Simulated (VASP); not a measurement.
## HgTe (CsCl type): single point with PBE

The system is HgTe (CsCl type).

```xyz
2
Lattice="3.6464 0.0000 0.0000 0.0000 3.6464 0.0000 0.0000 0.0000 3.6464" Properties=species:S:1:pos:R:3 pbc="T T T"
Hg    0.0000    0.0000    0.0000
Te    1.8232    1.8232    1.8232
```

This cell differs from its parent crystal: volume scaled by 0.88.

```json
{"Program": "VASP 6.6.1", "Task": "single point", "Functional": "PBE", "Potentials or basis": "VASP PAW PBE potentials, release 64 (Hg, Te)", "Cutoff": "520 eV", "k mesh": "11 × 11 × 11", "Occupations": "fermi-dirac, width 0.05 eV", "Spin": "no spin polarisation", "Dipole correction": "no", "Further INCAR settings": "ALGO = Normal; EDIFF = 1e-07; NBANDS = 16"}
```

- Pressure: 8.2 GPa
- Band gap on the k mesh: zero (band 9 reaches 7.00 eV, above the bottom of band 10 at 4.86 eV)

Levels at points of the mesh, in eV from the Fermi level:
```csv
k point,band 7,band 8,band 9,band 10,band 11,band 12
"(0.00, 0.00, 0.00)",-1.85,-1.10,-1.10,-1.10,5.60,5.60
```

Run time: 54 s on 1 thread of Intel Xeon 8259CL, on a shared host, peak memory 0.19 GiB.

Caveat: spin-orbit coupling is left out, which moves the levels of the heavy elements.
